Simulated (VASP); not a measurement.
# BN (P-3m1) in VASP: a series of runs

The runs below take BN through single point, with PBE+D3(BJ).

Program: VASP 6.6.1. These are calculated values, not measurements. Logs are shortened: lines on timing, memory, paths and dates and some standing lists are left out, and cuts for length are marked.

**1. The cell of the first run**

Symmetry: P-3m1, No. 164, trigonal system. The conventional cell has a = 2.504 Å, b = 2.504 Å, c = 14.322 Å, α = 90.00°, β = 90.00°, γ = 120.00°. Within 1.9 Å of B (site symmetry 3m) lie 3 N at 1.45 Å. B (site symmetry 3m) has 3 N at 1.45 Å within 1.9 Å. Within 1.9 Å of N (site symmetry 3m) lie 3 B at 1.45 Å. Within 1.9 Å of N (site symmetry 3m) lie 3 B at 1.45 Å.

**2. Single point, PBE+D3(BJ) (the distance across one plane changed)**

Contents of INCAR:

```
  PREC = Accurate
  ENCUT = 520
  EDIFF = 1E-6
  ISMEAR = 0
  SIGMA = 0.05
  LREAL = False
  LASPH = True
  NELM = 80
  ALGO = Normal
  ISIF = 2
  LWAVE = False
  LCHARG = False
  GGA = PE
  IVDW = 12
  NBANDS = 26
```

Contents of KPOINTS:

```
Automatic mesh
0
Gamma
  10 10 2
```

Contents of POSCAR:

```
BN
1.0
   -2.5039917043      0.0000000000      0.0000000000
   -1.2519958521     -2.1685204268      0.0000000000
    0.0000000000      0.0000000000     14.3224000000
B N
4 4
Direct
    0.3333333333      0.3333333333      0.8139068871
    0.3333333333      0.3333333333      0.3488172373
    0.6666666667      0.6666666667      0.1162724124
    0.6666666667      0.6666666667      0.5813620622
    0.3333333333      0.3333333333      0.1162724124
    0.3333333333      0.3333333333      0.5813620622
    0.6666666667      0.6666666667      0.8139068871
    0.6666666667      0.6666666667      0.3488172373
```

Potentials or basis: VASP PAW PBE potentials, release 64 (B, N).

Run with:

```
$ cat potpaw_PBE.64/B/POTCAR potpaw_PBE.64/N/POTCAR > POTCAR
$ mpirun -np 1 vasp_std > vasp.out
```

OUTCAR:

```text
PREC = Accurate
   ENCUT = 520
   EDIFF = 1E-6
   ISMEAR = 0
   LREAL = False
   LASPH = True
   NELM = 80
   ISIF = 2
   GGA = PE
   IVDW = 12
 IVDW          = 12

 ion  position               nearest neighbor table
   1  0.333  0.333  0.814-   7 1.45   7 1.45   7 1.45
   2  0.333  0.333  0.349-   8 1.45   8 1.45   8 1.45
   3  0.667  0.667  0.116-   5 1.45   5 1.45   5 1.45
   4  0.667  0.667  0.581-   6 1.45   6 1.45   6 1.45
   5  0.333  0.333  0.116-   3 1.45   3 1.45   3 1.45
   6  0.333  0.333  0.581-   4 1.45   4 1.45   4 1.45
   7  0.667  0.667  0.814-   1 1.45   1 1.45   1 1.45
   8  0.667  0.667  0.349-   2 1.45   2 1.45   2 1.45

  LATTYP: Found a hexagonal cell.
 ALAT       =     2.5039917043
 C/A-ratio  =     5.7198272564

  Lattice vectors:

 A1 = (   1.2519958521,   2.1685204268,   0.0000000000)
 A2 = (  -2.5039917043,   0.0000000000,   0.0000000000)
 A3 = (   0.0000000000,   0.0000000000,  14.3224000000)

Analysis of symmetry for initial positions (statically):
=====================================================================
 Subroutine PRICEL returns:
 Original cell was already a primitive cell.

 Routine SETGRP: Setting up the symmetry group for a
 hexagonal supercell.

 Subroutine GETGRP returns: Found 12 space group operations
 (whereof  6 operations were pure point group operations)
 out of a pool of 24 trial point group operations.

The static configuration has the point symmetry C_3v.
 The point group associated with its full space group is D_3d.

Analysis of symmetry for dynamics (positions and initial velocities):
=====================================================================
 Subroutine PRICEL returns:
 Original cell was already a primitive cell.

 Routine SETGRP: Setting up the symmetry group for a
 hexagonal supercell.

 Subroutine GETGRP returns: Found 12 space group operations
 (whereof  6 operations were pure point group operations)
 out of a pool of 24 trial point group operations.

The dynamic configuration has the point symmetry C_3v.
 The point group associated with its full space group is D_3d.

 Subroutine INISYM returns: Found 12 space group operations
 (whereof  6 operations are pure point group operations),
 and found     1 'primitive' translations

----------------------------------------------------------------------------------------

                                     Primitive cell

  volume of cell :      77.7700

  direct lattice vectors                    reciprocal lattice vectors
    -2.503991704  0.000000000  0.000000000    -0.399362345  0.230571958  0.000000000
    -1.251995852 -2.168520427  0.000000000     0.000000000 -0.461143915  0.000000000
     0.000000000  0.000000000 14.322400000     0.000000000  0.000000000  0.069820700

  length of vectors
     2.503991704  2.503991704 14.322400000     0.461143915  0.461143915  0.069820700

  position of ions in fractional coordinates (direct lattice)
     0.333333333  0.333333333  0.813906887
     0.333333333  0.333333333  0.348817237
     0.666666667  0.666666667  0.116272412
     0.666666667  0.666666667  0.581362062
     0.333333333  0.333333333  0.116272412
     0.333333333  0.333333333  0.581362062
     0.666666667  0.666666667  0.813906887
     0.666666667  0.666666667  0.348817237

  ion indices of the primitive-cell ions
   primitive index   ion index
                 1           1
                 2           2
                 3           3
                 4           4
                 5           5
                 6           6
                 7           7
                 8           8

----------------------------------------------------------------------------------------

 KPOINTS: Automatic mesh

Automatic generation of k-mesh.
 Grid dimensions read from file:
 generate k-points for:   10   10    2

 Generating k-lattice:

  Cartesian coordinates                     Fractional coordinates (reciprocal lattice)
    -0.039936235  0.023057196  0.000000000     0.100000000 -0.000000000  0.000000000
     0.000000000 -0.046114392  0.000000000     0.000000000  0.100000000  0.000000000
     0.000000000  0.000000000  0.034910350     0.000000000  0.000000000  0.500000000

  Length of vectors
     0.046114392  0.046114392  0.034910350

  Shift w.r.t. Gamma in fractional coordinates (k-lattice)
     0.000000000  0.000000000  0.000000000

 Subroutine IBZKPT returns following result:
 ===========================================

 Found     28 irreducible k-points:

 Following reciprocal coordinates:
            Coordinates               Weight
  0.000000  0.000000  0.000000      1.000000
  0.100000  0.000000  0.000000      6.000000
  0.200000  0.000000  0.000000      6.000000
  0.300000  0.000000  0.000000      6.000000
  0.400000  0.000000  0.000000      6.000000
  0.500000  0.000000  0.000000      3.000000
[... 16 lines left out ...]
  0.400000  0.100000  0.500000     12.000000
  0.500000  0.100000  0.500000     12.000000
 [... further k-points ...]
   k-points           NKPTS =     28   k-points in BZ     NKDIM =     28   number of bands    NBANDS=     26
   number of dos      NEDOS =    301   number of ions     NIONS =      8
   total plane-waves  NPLWV =  43200
   dimension x,y,z NGX =    20 NGY =   20 NGZ =  108
   dimension x,y,z NGXF=    40 NGYF=   40 NGZF=  216
   ions per type =               4   4
   NGX,Y,Z   is equivalent  to a cutoff of  13.28, 13.28, 12.54 a.u.
   NGXF,Y,Z  is equivalent  to a cutoff of  26.56, 26.56, 25.07 a.u.
 SYSTEM =  unknown system
   PREC   = accura    normal or accurate (medium, high low for compatibility)
   ISTART =      0    job   : 0-new  1-cont  2-samecut
   ICHARG =      2    charge: 1-file 2-atom 10-const
   ISPIN  =      1    spin polarized calculation?
   LNONCOLLINEAR =      F non collinear calculations
   LSORBIT =      F    spin-orbit coupling
   LASPH  =      T    aspherical Exc in radial PAW
   ENCUT  =  520.0 eV  38.22 Ry    6.18 a.u.   4.66  4.66 26.63*2*pi/ulx,y,z
   NELM   =     80;   NELMIN=  2; NELMDL= -5     # of ELM steps
   EDIFF  = 0.1E-05   stopping-criterion for ELM
   LREAL  =      F    real-space projection
   EDIFFG = 0.1E-04   stopping-criterion for IOM
   NSW    =      0    number of steps for IOM
   IBRION =     -1    ionic relax: 0-MD 1-quasi-New 2-CG
   NFREE  =      0    steps in history (QN), initial steepest desc. (CG)
   ISIF   =      2    stress and relaxation
   ISYM   =      2    0-nonsym 1-usesym 2-fastsym
   POTIM  = 0.5000    time-step for ionic-motion
   TEBEG  =    0.0;   TEEND  =   0.0 temperature during run
   PSTRESS=    0.0 pullay stress
   NELECT =      32.0000    total number of electrons
   NUPDOWN=      -1.0000    fix difference up-down
   EMIN   =  10.00;   EMAX   =-10.00  energy-range for DOS
   EFERMI =   0.00;   METHOD = LEGACY
   ISMEAR =     0;   SIGMA  =   0.05  broadening in eV -4-tet -1-fermi 0-gaus
   EFERMI_NEDOS =   21; number of points for ismear=-14 and -15
   IALGO  =     38    algorithm
   IMIX   =      4    mixing-type and parameters
     AMIX     =   0.40;   BMIX     =  1.00
     AMIX_MAG =   1.60;   BMIX_MAG =  1.00
  volume/ion in A,a.u.               =       9.72        65.60
  Fermi-wavevector in a.u.,A,eV,Ry     =   1.217645  2.301016 20.172811  1.482660
  Thomas-Fermi vector in A             =   2.352959
   LORBIT       =      0    0 simple, 1 ext, 2 COOP (PROOUT), +10 PAW based schemes
   GGA     = PE    functional components
   LHFCALC =     F    Hartree Fock is set to
   AEXX    =    0.0000 exact exchange contribution
   IVDW    =    12    specifies the selected vdW correction
   LEPSILON=     F    determine dielectric tensor
   LRPA    =     F    only Hartree local field effects (RPA)
 non-spin polarized calculation
 Gauss-broadening in eV      SIGMA  =   0.05
  energy-cutoff  :      520.00
  volume of cell :       77.77
 maximum number of plane-waves:      2120
   NGX =  9   NGY =  9   NGZ = 53

 number of electron      31.9999999 magnetization

 Free energy of the ion-electron system (eV)
  ---------------------------------------------------
  ext. energy  EPLUGINS =         0.00000000
  ---------------------------------------------------
  free energy    TOTEN  =       -70.33448360 eV

  energy without entropy =      -70.33448360  energy(sigma->0) =      -70.33448360

 E-fermi :   1.9770     XC(G=0):  -9.5416

 val. band max:        1.6956402277   @ k =  -0.4000   0.3000   0.0000
 cond. band min:       6.0112274929   @ k =   0.5000   0.0000   0.0000
 fundamental gap:      4.3155872652
 Fermi energy:         1.9770048952

 k-point     1 :       0.0000    0.0000    0.0000
  band No.  band energies     occupation
      1     -16.0936      2.00000
      2     -16.0073      2.00000
      3     -15.9266      2.00000
      4     -15.8552      2.00000
      5      -4.3793      2.00000
      6      -3.8039      2.00000
[... 18 lines left out ...]
     25      13.3158      0.00000
     26      13.3328      0.00000

 k-point     2 :       0.1000    0.0000    0.0000
  band No.  band energies     occupation
      1     -15.8987      2.00000
      2     -15.8142      2.00000
      3     -15.7352      2.00000
      4     -15.6657      2.00000
      5      -4.1125      2.00000
      6      -3.5449      2.00000
[... 18 lines left out ...]
     25      13.3689      0.00000
     26      14.1065      0.00000

 k-point     3 :       0.2000    0.0000    0.0000
  band No.  band energies     occupation
      1     -15.3299      2.00000
      2     -15.2508      2.00000
      3     -15.1771      2.00000
      4     -15.1135      2.00000
      5      -3.3290      2.00000
      6      -2.8062      2.00000
[... 18 lines left out ...]
     25      12.9948      0.00000
     26      13.2956      0.00000

 k-point     4 :       0.3000    0.0000    0.0000
  band No.  band energies     occupation
      1     -14.4510      2.00000
      2     -14.3819      2.00000
      3     -14.3181      2.00000
      4     -14.2650      2.00000
      5      -4.5201      2.00000
      6      -4.4966      2.00000
[... 18 lines left out ...]
     25      12.6831      0.00000
     26      13.2496      0.00000

 k-point     5 :       0.4000    0.0000    0.0000
  band No.  band energies     occupation
      1     -13.4566      2.00000
      2     -13.4057      2.00000
      3     -13.3598      2.00000
      4     -13.3259      2.00000
      5      -6.4027      2.00000
      6      -6.3747      2.00000
[... 18 lines left out ...]
     25      12.9668      0.00000
     26      13.9542      0.00000

 k-point     6 :       0.5000    0.0000    0.0000
  band No.  band energies     occupation
      1     -12.9168      2.00000
      2     -12.8898      2.00000
      3     -12.8652      2.00000
      4     -12.8547      2.00000
      5      -7.2219      2.00000
      6      -7.1991      2.00000
[... 427 lines left out ...]
 k-point    21 :       0.2000    0.1000    0.5000
  band No.  band energies     occupation
      1     -15.5139      2.00000
      2     -15.4436      2.00000
      3     -15.3500      2.00000
      4     -15.2991      2.00000
      5      -3.5411      2.00000
      6      -3.1780      2.00000
[... 18 lines left out ...]
     25      13.2975      0.00000
     26      13.3658      0.00000

 k-point    22 :       0.3000    0.1000    0.5000
  band No.  band energies     occupation
      1     -14.7859      2.00000
      2     -14.7217      2.00000
      3     -14.6379      2.00000
      4     -14.5932      2.00000
      5      -3.5188      2.00000
      6      -3.5035      2.00000
[... 18 lines left out ...]
     25      13.4219      0.00000
     26      13.6841      0.00000

 k-point    23 :       0.4000    0.1000    0.5000
  band No.  band energies     occupation
      1     -13.8247      2.00000
      2     -13.7716      2.00000
      3     -13.7048      2.00000
      4     -13.6714      2.00000
      5      -5.4951      2.00000
      6      -5.4699      2.00000
[... 18 lines left out ...]
     25      13.3545      0.00000
     26      13.8396      0.00000

 k-point    24 :       0.5000    0.1000    0.5000
  band No.  band energies     occupation
      1     -12.9718      2.00000
      2     -12.9388      2.00000
      3     -12.9013      2.00000
      4     -12.8879      2.00000
      5      -6.8967      2.00000
      6      -6.8720      2.00000
[... 18 lines left out ...]
     25      13.8689      0.00000
     26      14.4065      0.00000

 [... further k-points ...]

------------------------ aborting loop because EDIFF is reached ----------------------------------------

 Edisp (eV)   -1.04886

 E8    (eV) :    -0.3065

  FORCE on cell =-STRESS in cart. coord.  units (eV):
  Direction    XX          YY          ZZ          XY          YZ          ZX
  --------------------------------------------------------------------------------------
  -------------------------------------------------------------------------------------
  Total       0.62075     0.62075    -0.32526    -0.00000     0.00000     0.00000
  in kB      12.78835    12.78835    -6.70092    -0.00000     0.00000     0.00000
  external pressure =        6.29 kB  Pullay stress =        0.00 kB

 VOLUME and BASIS-vectors are now :
 -----------------------------------------------------------------------------
  energy-cutoff  :      520.00
  volume of cell :       77.77
      direct lattice vectors                 reciprocal lattice vectors
    -2.503991704  0.000000000  0.000000000    -0.399362345  0.230571958  0.000000000
    -1.251995852 -2.168520427  0.000000000     0.000000000 -0.461143915  0.000000000
     0.000000000  0.000000000 14.322400000     0.000000000  0.000000000  0.069820700

 POSITION                                       TOTAL-FORCE (eV/Angst)
 -----------------------------------------------------------------------------------
     -1.25200     -0.72284     11.65710         0.000000      0.000000      0.006536
     -1.25200     -0.72284      4.99590        -0.000000     -0.000000      0.000858
     -2.50399     -1.44568      1.66530        -0.000000      0.000000     -0.006536
     -2.50399     -1.44568      8.32650         0.000000      0.000000     -0.000858
     -1.25200     -0.72284      1.66530        -0.000000     -0.000000     -0.041948
     -1.25200     -0.72284      8.32650        -0.000000     -0.000000     -0.001971
     -2.50399     -1.44568     11.65710        -0.000000     -0.000000      0.041948
     -2.50399     -1.44568      4.99590         0.000000      0.000000      0.001971
 -----------------------------------------------------------------------------------
    total drift:                               -0.000000     -0.000000     -0.000002

  FREE ENERGIE OF THE ION-ELECTRON SYSTEM (eV)
  ---------------------------------------------------
  free  energy   TOTEN  =       -71.3833455598 eV

  energy  without entropy=      -71.3833455598  energy(sigma->0) =      -71.38334556
```

Run time: 96 s. Hardware: 1 thread of Intel Xeon 8259CL, shared host; peak memory 0.21 GiB.

Results:

- Free energy: -71.3833 eV
- Pressure: 0.6 GPa
- Largest force: 0.042 eV/Å
- Band gap on the k mesh: 4.32 eV (least direct gap 4.73 eV)
- Dispersion energy per atom: -0.131 eV

Forces in eV/Å, atoms in the order of the input:
```
B    0.000  0.000  0.007
B    0.000  0.000  0.001
B    0.000  0.000 -0.007
B    0.000  0.000 -0.001
N    0.000  0.000 -0.042
N    0.000  0.000 -0.002
N    0.000  0.000  0.042
N    0.000  0.000  0.002
```

Stress tensor (GPa, compression positive):
```
 1.28  0.00  0.00
 0.00  1.28  0.00
 0.00  0.00 -0.67
```

Caveat: the cell differs from its parent crystal (the distance across one plane changed).

**3. Single point, PBE+D3(BJ) (the distance across one plane changed)**

Contents of INCAR:

```
ALGO = Normal
EDIFF = 1E-6
ENCUT = 520
GGA = PE
ISIF = 2
ISMEAR = 0
IVDW = 12
LASPH = True
LCHARG = False
LREAL = False
LWAVE = False
NBANDS = 26
NELM = 100
PREC = Accurate
SIGMA = 0.05
```

Contents of KPOINTS:

```
k-points
0
Gamma
  10 10 2
```

Contents of POSCAR:

```
BN
1.0
   -2.5039917043      0.0000000000      0.0000000000
   -1.2519958521     -2.1685204268      0.0000000000
    0.0000000000      0.0000000000     14.8224000000
B N
4 4
Direct
    0.3333333333      0.3333333333      0.7864515868
    0.3333333333      0.3333333333      0.3370506801
    0.6666666667      0.6666666667      0.1123502267
    0.6666666667      0.6666666667      0.5617511334
    0.3333333333      0.3333333333      0.1123502267
    0.3333333333      0.3333333333      0.5617511334
    0.6666666667      0.6666666667      0.7864515868
    0.6666666667      0.6666666667      0.3370506801
```

Potentials or basis: VASP PAW PBE potentials, release 64 (B, N).

Run with:

```
$ cat potpaw_PBE.64/B/POTCAR potpaw_PBE.64/N/POTCAR > POTCAR
$ mpirun -np 1 vasp_std > vasp.out
```

It took 93 s on 1 thread of Intel Xeon 8259CL, shared host; peak memory 0.22 GiB.

It converged, with:

* Free energy: -71.3623 eV
* Pressure: 0.7 GPa
* Largest force: 0.036 eV/Å
* Band gap on the k mesh: 4.32 eV (least direct gap 4.73 eV)
* Dispersion energy per atom: -0.129 eV

Forces on the atoms (eV/Å):
```
B    0.000  0.000 -0.003
B    0.000  0.000  0.001
B    0.000  0.000  0.003
B    0.000  0.000 -0.001
N    0.000  0.000 -0.036
N    0.000  0.000 -0.002
N    0.000  0.000  0.036
N    0.000  0.000  0.002
```

Stress tensor (GPa, compression positive):
```
 1.28  0.00  0.00
 0.00  1.28  0.00
 0.00  0.00 -0.53
```

Levels at points of the mesh, in eV from the valence-band top:
| k point | band 13 | band 14 | band 15 | band 16 | band 17 | band 18 | band 19 | band 20 |
| --- | --- | --- | --- | --- | --- | --- | --- | --- |
| (0.00, 0.00, 0.00) | -1.31 | -1.31 | -1.31 | -1.31 | 4.67 | 6.45 | 7.01 | 9.63 |
| (0.50, 0.00, 0.00) | -1.35 | -1.06 | -0.77 | -0.53 | 4.32 | 4.60 | 4.95 | 5.45 |
| (0.00, 0.00, 0.50) | -1.31 | -1.31 | -1.31 | -1.31 | 4.88 | 5.71 | 8.14 | 8.71 |
| (0.50, 0.00, 0.50) | -1.34 | -1.08 | -0.74 | -0.54 | 4.33 | 4.55 | 5.04 | 5.40 |

Caveat: the cell differs from its parent crystal (the distance across one plane changed). A k mesh can miss the band edges.
